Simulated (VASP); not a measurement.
# KTa6 in VASP: notebook, part 2 of 2

VASP 6.6.1.

## Step 3: Single point, PBEsol

INCAR

```
PREC = Accurate ; ENCUT = 520
EDIFF = 1E-6 ; ISMEAR = 0
SIGMA = 0.1 ; LREAL = F
LASPH = T ; NELM = 80
ALGO = Normal ; ISIF = 2
LWAVE = F ; LCHARG = T
LDIPOL = T ; IDIPOL = 3
DIPOL = 0.5 0.5 0.350 ; GGA = PS
LELF = T ; LVHAR = T
LVACPOTAV = T ; NBANDS = 46
```

KPOINTS

```
regular mesh
0
Gamma
  6 6 1
```

POSCAR

```
KTa6
1.0
    4.6392671641      0.0000000000      0.0000000000
   -2.3196335820      4.0177232190      0.0000000000
    0.0000000000      0.0000000000     19.9438808521
Ta K
6 1
Direct
    0.6666666667      0.3333333333      0.2005627706
    0.3333333333      0.6666666667      0.2480453269
    0.0000000000      0.0000000000      0.2955278831
    0.6666666667      0.3333333333      0.3400187729
    0.3333333333      0.6666666667      0.3814681516
    0.0000000000      0.0000000000      0.4233820346
    0.3333333333      0.6666666667      0.5599955983
```

Potentials or basis: VASP PAW PBE potentials, release 64 (Ta_pv, K_sv).

Started as:

```
$ cat potpaw_PBE.64/Ta_pv/POTCAR potpaw_PBE.64/K_sv/POTCAR > POTCAR
$ mpirun -np 1 vasp_std > vasp.out
```

OUTCAR:

```text
PREC = Accurate
   ENCUT = 520
   EDIFF = 1E-6
   ISMEAR = 0
   LREAL = F
   LASPH = T
   NELM = 80
   ISIF = 2
   GGA = PS

 ion  position               nearest neighbor table
   1  0.667  0.333  0.201-   4 2.78   2 2.84   2 2.84   2 2.84   3 3.28   3 3.28   3 3.28
   2  0.333  0.667  0.248-   5 2.66   3 2.84   3 2.84   3 2.84   1 2.84   1 2.84   1 2.84   4 3.25
                             4 3.25   4 3.25
   3  0.000  0.000  0.296-   6 2.55   4 2.82   4 2.82   4 2.82   2 2.84   2 2.84   2 2.84   5 3.18
                             5 3.18   5 3.18   1 3.28   1 3.28   1 3.28
   4  0.667  0.333  0.340-   1 2.78   5 2.80   5 2.80   5 2.80   3 2.82   3 2.82   3 2.82   6 3.15
                             6 3.15   6 3.15   2 3.25   2 3.25   2 3.25
   5  0.333  0.667  0.381-   2 2.66   4 2.80   4 2.80   4 2.80   6 2.81   6 2.81   6 2.81   3 3.18
                             3 3.18   3 3.18   7 3.56
   6  0.000  0.000  0.423-   3 2.55   5 2.81   5 2.81   5 2.81   4 3.15   4 3.15   4 3.15
   7  0.333  0.667  0.560-   5 3.56

  LATTYP: Found a hexagonal cell.
 ALAT       =     4.6392671641
 C/A-ratio  =     4.2989291512

  Lattice vectors:

 A1 = (   4.6392671641,   0.0000000000,   0.0000000000)
 A2 = (  -2.3196335820,   4.0177232190,   0.0000000000)
 A3 = (   0.0000000000,   0.0000000000,  19.9438808521)

Analysis of symmetry for initial positions (statically):
=====================================================================
 Subroutine PRICEL returns:
 Original cell was already a primitive cell.

 Routine SETGRP: Setting up the symmetry group for a
 hexagonal supercell.

 Subroutine GETGRP returns: Found  6 space group operations
 (whereof  6 operations were pure point group operations)
 out of a pool of 24 trial point group operations.

The static configuration has the point symmetry C_3v.

Analysis of symmetry for dynamics (positions and initial velocities):
=====================================================================
 Subroutine PRICEL returns:
 Original cell was already a primitive cell.

 Routine SETGRP: Setting up the symmetry group for a
 hexagonal supercell.

[... 125 lines left out ...]
   LEPSILON=     F    determine dielectric tensor
   LRPA    =     F    only Hartree local field effects (RPA)
 non-spin polarized calculation
 Gauss-broadening in eV      SIGMA  =   0.10
  energy-cutoff  :      520.00
  volume of cell :      371.74
 maximum number of plane-waves:     10037
 NGX is ok and might be reduce to    36
   NGX = 17   NGY = 17   NGZ = 75

 dipolmoment           0.000000      0.000000      0.063268 electrons x Angstroem

 number of electron      75.0000005 magnetization

 dipolmoment           0.000000      0.000000     -0.145371 electrons x Angstroem

 Free energy of the ion-electron system (eV)
  ---------------------------------------------------
  ext. energy  EPLUGINS =         0.00000000
  ---------------------------------------------------
  free energy    TOTEN  =       -69.76993387 eV

  energy without entropy =      -69.73460519  energy(sigma->0) =      -69.75226953

 E-fermi :   0.1173     XC(G=0):  -5.7081

 val. band max:        0.0776652818   @ k =   0.5000  -0.0000   0.0000
 cond. band min:       0.1515337616   @ k =   0.1667   0.1667   0.0000
 fundamental gap:      0.0738684798
 Fermi energy:         0.1173090406

 k-point     1 :       0.0000    0.0000    0.0000
  band No.  band energies     occupation
      1     -34.6204      2.00000
      2     -34.4204      2.00000
      3     -34.3040      2.00000
      4     -34.3040      2.00000
      5     -34.1236      2.00000
      6     -34.1236      2.00000
[... 332 lines left out ...]
     45       1.5697      0.00000
     46       1.8887      0.00000

------------------------ aborting loop because EDIFF is reached ----------------------------------------

  FORCE on cell =-STRESS in cart. coord.  units (eV):
  Direction    XX          YY          ZZ          XY          YZ          ZX
  --------------------------------------------------------------------------------------
  -------------------------------------------------------------------------------------
  Total       -4.6363351     -4.6363351     -3.3195239     -0.0000000     -0.0000000     -0.0000000
  in kB      -19.9823395    -19.9823395    -14.3069582     -0.0000000     -0.0000000     -0.0000000
  external PRESSURE =     -18.0905457 kB  Pullay stress =       0.0000000 kB

 VOLUME and BASIS-vectors are now :
 -----------------------------------------------------------------------------
  energy-cutoff  :      520.00
  volume of cell :      371.74
      direct lattice vectors                 reciprocal lattice vectors
     4.639267164  0.000000000  0.000000000     0.215551285  0.124448593  0.000000000
    -2.319633582  4.017723219  0.000000000     0.000000000  0.248897185  0.000000000
     0.000000000  0.000000000 19.943880852     0.000000000  0.000000000  0.050140693

 POSITION                                       TOTAL-FORCE (eV/Angst)
 -----------------------------------------------------------------------------------
      2.31963      1.33924      4.00000         0.000000     -0.000000      1.787596
     -0.00000      2.67848      4.94699        -0.000000      0.000000      0.006667
      0.00000      0.00000      5.89397        -0.000000      0.000000     -1.862577
      2.31963      1.33924      6.78129         0.000000     -0.000000      0.065499
     -0.00000      2.67848      7.60796         0.000000      0.000000     -0.041229
      0.00000      0.00000      8.44388        -0.000000      0.000000      0.042562
     -0.00000      2.67848     11.16849        -0.000000      0.000000      0.001482
 -----------------------------------------------------------------------------------
    total drift:                                0.000000     -0.000000      0.000689

  FREE ENERGIE OF THE ION-ELECTRON SYSTEM (eV)
  ---------------------------------------------------
  free  energy   TOTEN  =       -69.7699338728 eV

  energy  without entropy=      -69.7346051925  energy(sigma->0) =      -69.75226953
```

stdout:

```text
POSCAR found type information on POSCAR TaK
 POSCAR found :  2 types and       7 ions
 scaLAPACK will be used
 -----------------------------------------------------------------------------
|                                                                             |
[... 39 lines left out ...]
|     field-free region was found. Please increase the size of  your cell     |
|     in the dimension of the dipole correction to obtain accurate            |
|     workfunction values.                                                    |
|                                                                             |
 -----------------------------------------------------------------------------
```

Run time: 2.8 min. Hardware: 1 thread of Intel Xeon 6975P-C (Granite Rapids), shared host; peak memory 0.49 GiB.

Results:

```
Free energy            : -69.7699 eV
Largest force          : 1.863 eV/Å
Band gap on the k mesh : zero (an odd number of electrons rules out a gap without spin polarisation)
```

Forces on the atoms (eV/Å):
```
Ta   0.000  0.000  1.788
Ta   0.000  0.000  0.007
Ta   0.000  0.000 -1.863
Ta   0.000  0.000  0.065
Ta   0.000  0.000 -0.041
Ta   0.000  0.000  0.043
K    0.000  0.000  0.001
```

Levels at points of the mesh, in eV from the Fermi level:
```csv
k point,band 34,band 35,band 36,band 37,band 38,band 39,band 40,band 41,band 42,band 43
"(0.00, 0.00, 0.00)",-1.07,-0.98,-0.98,-0.41,-0.41,0.15,0.21,0.21,0.30,1.61
"(0.50, 0.00, 0.00)",-1.13,-0.97,-0.69,-0.30,-0.04,0.08,0.83,1.04,1.10,1.12
```

Caveat: the PAW data sets were made with another functional, which shifts forces and pressure a little; spin-orbit coupling is left out, which moves the levels of the heavy elements.

## Step 4: Single point, PBEsol

INCAR

```
SYSTEM = KTa6
PREC     = Accurate       ! precision mode
ENCUT    = 520            ! plane-wave cutoff, eV
EDIFF    = 1E-6           ! SCF threshold, eV
ISMEAR   = 0              ! smearing method
SIGMA    = 0.1            ! smearing width, eV
LREAL    = .False.        ! projectors in reciprocal space
LASPH    = .True.         ! aspherical terms in the spheres
NELM     = 80             ! most SCF steps
ALGO     = Normal         ! electronic algorithm
ISIF     = 2              ! what is computed and relaxed
LWAVE    = .False.        ! write WAVECAR
LCHARG   = .False.        ! write CHGCAR
LDIPOL   = .True.       
IDIPOL   = 3            
DIPOL    = 0.5 0.5 0.347
GGA      = PS             ! functional
NBANDS   = 46             ! bands
```

KPOINTS

```
Automatic mesh
0
Gamma
  6 6 1
  0 0 0
```

POSCAR, as its differences from that of step 3:

```diff
@@ -14,2 +14,2 @@
     0.0000000000      0.0000000000      0.4233820346
-    0.3333333333      0.6666666667      0.5599955983
+    0.6666666667      0.3333333333      0.5384255022
```

Potentials or basis: VASP PAW PBE potentials, release 64 (Ta_pv, K_sv).

Started as:

```
$ cat potpaw_PBE.64/Ta_pv/POTCAR potpaw_PBE.64/K_sv/POTCAR > POTCAR
$ mpirun -np 1 vasp_std > vasp.out
```

OUTCAR:

```text
SYSTEM = KTa6
   PREC = Accurate
   ENCUT = 520
   EDIFF = 1E-6
   ISMEAR = 0
   LREAL = .False.
   LASPH = .True.
   NELM = 80
   ISIF = 2
   GGA = PS

 ion  position               nearest neighbor table
   1  0.667  0.333  0.201-   4 2.78   2 2.84   2 2.84   2 2.84   3 3.28   3 3.28   3 3.28
   2  0.333  0.667  0.248-   5 2.66   3 2.84   3 2.84   3 2.84   1 2.84   1 2.84   1 2.84   4 3.25
                             4 3.25   4 3.25
   3  0.000  0.000  0.296-   6 2.55   4 2.82   4 2.82   4 2.82   2 2.84   2 2.84   2 2.84   5 3.18
                             5 3.18   5 3.18   1 3.28   1 3.28   1 3.28
   4  0.667  0.333  0.340-   1 2.78   5 2.80   5 2.80   5 2.80   3 2.82   3 2.82   3 2.82   6 3.15
                             6 3.15   6 3.15   2 3.25   2 3.25   2 3.25
   5  0.333  0.667  0.381-   2 2.66   4 2.80   4 2.80   4 2.80   6 2.81   6 2.81   6 2.81   3 3.18
                             3 3.18   3 3.18
   6  0.000  0.000  0.423-   3 2.55   5 2.81   5 2.81   5 2.81   4 3.15   4 3.15   4 3.15   7 3.53
                             7 3.53   7 3.53
   7  0.667  0.333  0.538-   6 3.53   6 3.53   6 3.53

  LATTYP: Found a hexagonal cell.
 ALAT       =     4.6392671641
 C/A-ratio  =     4.2989291512

  Lattice vectors:

 A1 = (   4.6392671641,   0.0000000000,   0.0000000000)
 A2 = (  -2.3196335820,   4.0177232190,   0.0000000000)
 A3 = (   0.0000000000,   0.0000000000,  19.9438808521)

Analysis of symmetry for initial positions (statically):
=====================================================================
 Subroutine PRICEL returns:
 Original cell was already a primitive cell.

 Routine SETGRP: Setting up the symmetry group for a
 hexagonal supercell.

 Subroutine GETGRP returns: Found  6 space group operations
 (whereof  6 operations were pure point group operations)
 out of a pool of 24 trial point group operations.

The static configuration has the point symmetry C_3v.

Analysis of symmetry for dynamics (positions and initial velocities):
[... 131 lines left out ...]
   IVDW    =     0    specifies the selected vdW correction
   LEPSILON=     F    determine dielectric tensor
   LRPA    =     F    only Hartree local field effects (RPA)
 non-spin polarized calculation
 Gauss-broadening in eV      SIGMA  =   0.10
  energy-cutoff  :      520.00
  volume of cell :      371.74
 maximum number of plane-waves:     10037
 NGX is ok and might be reduce to    36
   NGX = 17   NGY = 17   NGZ = 75

 dipolmoment           0.000000      0.000000      0.257084 electrons x Angstroem

 number of electron      75.0000007 magnetization

 dipolmoment           0.000000      0.000000     -0.166958 electrons x Angstroem

 Free energy of the ion-electron system (eV)
  ---------------------------------------------------
  ext. energy  EPLUGINS =         0.00000000
  ---------------------------------------------------
  free energy    TOTEN  =       -69.99905574 eV

  energy without entropy =      -69.96342867  energy(sigma->0) =      -69.98124220

 E-fermi :   0.1578     XC(G=0):  -5.5938

 val. band max:        0.1143114729   @ k =   0.5000  -0.0000   0.0000
 cond. band min:       0.1989689611   @ k =   0.1667   0.1667   0.0000
 fundamental gap:      0.0846574882
 Fermi energy:         0.1578448018

 k-point     1 :       0.0000    0.0000    0.0000
  band No.  band energies     occupation
      1     -34.5788      2.00000
      2     -34.3583      2.00000
      3     -34.2762      2.00000
      4     -34.2762      2.00000
      5     -34.0817      2.00000
      6     -34.0817      2.00000
[... 332 lines left out ...]
     45       1.5759      0.00000
     46       2.0483      0.00000

------------------------ aborting loop because EDIFF is reached ----------------------------------------

 vacuum level on the upper side and lower side of the slab       (xc-potential included)        -1.317         0.416

  FORCE on cell =-STRESS in cart. coord.  units (eV):
  Direction    XX          YY          ZZ          XY          YZ          ZX
  --------------------------------------------------------------------------------------
  -------------------------------------------------------------------------------------
  Total       -4.0910304     -4.0910304     -3.4635027     -0.0000000      0.0000000      0.0000000
  in kB      -17.6321073    -17.6321073    -14.9274987     -0.0000000      0.0000000      0.0000000
  external PRESSURE =     -16.7305711 kB  Pullay stress =       0.0000000 kB

 VOLUME and BASIS-vectors are now :
 -----------------------------------------------------------------------------
  energy-cutoff  :      520.00
  volume of cell :      371.74
      direct lattice vectors                 reciprocal lattice vectors
     4.639267164  0.000000000  0.000000000     0.215551285  0.124448593  0.000000000
    -2.319633582  4.017723219  0.000000000     0.000000000  0.248897185  0.000000000
     0.000000000  0.000000000 19.943880852     0.000000000  0.000000000  0.050140693

 POSITION                                       TOTAL-FORCE (eV/Angst)
 -----------------------------------------------------------------------------------
      2.31963      1.33924      4.00000         0.000000     -0.000000      1.741608
     -0.00000      2.67848      4.94699        -0.000000      0.000000     -0.004712
      0.00000      0.00000      5.89397         0.000000      0.000000     -1.816391
      2.31963      1.33924      6.78129        -0.000000      0.000000      0.018113
     -0.00000      2.67848      7.60796        -0.000000      0.000000      0.370814
      0.00000      0.00000      8.44388         0.000000      0.000000     -0.309195
      2.31963      1.33924     10.73829         0.000000     -0.000000     -0.000237
 -----------------------------------------------------------------------------------
    total drift:                               -0.000000      0.000000      0.000366

  FREE ENERGIE OF THE ION-ELECTRON SYSTEM (eV)
  ---------------------------------------------------
  free  energy   TOTEN  =       -69.9990557418 eV

  energy  without entropy=      -69.9634286678  energy(sigma->0) =      -69.98124220

 vacuum level on the upper side and lower side of the slab         1.471         3.249
```

OSZICAR:

```text
N       E                     dE             d eps       ncg     rms          rms(c)
DAV:   1     0.609270176103E+03    0.60927E+03   -0.40798E+04   812   0.140E+03
DAV:   2    -0.426539189134E+02   -0.65192E+03   -0.64035E+03   756   0.382E+02
DAV:   3    -0.766890878539E+02   -0.34035E+02   -0.32811E+02   912   0.727E+01
[... 22 lines left out ...]
DAV:  26    -0.699990463234E+02   -0.14935E-04   -0.23955E-06   514   0.528E-03    0.164E-03
DAV:  27    -0.699990525355E+02   -0.62121E-05   -0.13697E-06   516   0.400E-03    0.166E-03
DAV:  28    -0.699990544691E+02   -0.19336E-05   -0.54047E-07   492   0.295E-03    0.739E-04
DAV:  29    -0.699990555754E+02   -0.11063E-05   -0.35454E-07   466   0.147E-03    0.381E-04
DAV:  30    -0.699990557418E+02   -0.16640E-06   -0.75604E-08   464   0.107E-03
   1 F= -.69999056E+02 E0= -.69981242E+02  d E =-.356271E-01
```

It took 2.6 min on 1 thread of Intel Xeon 6975P-C (Granite Rapids), shared host; peak memory 0.48 GiB.

What came out:

```
Free energy            : -69.9991 eV
Largest force          : 1.816 eV/Å
Band gap on the k mesh : zero (an odd number of electrons rules out a gap without spin polarisation)
```

Forces in eV/Å, atoms in the order of the input:
```
Ta   0.000  0.000  1.742
Ta   0.000  0.000 -0.005
Ta   0.000  0.000 -1.816
Ta   0.000  0.000  0.018
Ta   0.000  0.000  0.371
Ta   0.000  0.000 -0.309
K    0.000  0.000  0.000
```

Levels at points of the mesh, in eV from the Fermi level:
```
           k point  band 35  band 36  band 37  band 38  band 39  band 40  band 41  band 42
(0.00, 0.00, 0.00)    -1.03    -1.00    -0.44    -0.44     0.14     0.21     0.21     0.48
(0.50, 0.00, 0.00)    -0.98    -0.74    -0.31    -0.04     0.11     0.74     1.02     1.11
```

Caveat: the PAW data sets were made with another functional, which shifts forces and pressure a little; spin-orbit coupling is left out, which moves the levels of the heavy elements.

## Step 5: The runs side by side

| cell | gap on the mesh (eV) | largest force (eV/Å) |
| --- | --- | --- |
| as given, atomic positions A | none | 1.83 |
| as given, atomic positions B | none | 1.86 |
| as given, atomic positions C | none | 1.82 |

Alike in all rows: task single point; level PBEsol; potentials or basis VASP PAW PBE potentials, release 64 (Ta_pv, K_sv); no spin polarisation; k mesh 6 × 6 × 1; cutoff (eV) 520; smearing gaussian 0.1 eV.

Caveats: the PAW data sets were made with another functional, which shifts forces and pressure a little; spin-orbit coupling is left out, which moves the levels of the heavy elements.

Total energies depend on the potentials used, so only differences within one code and one set of settings carry meaning.
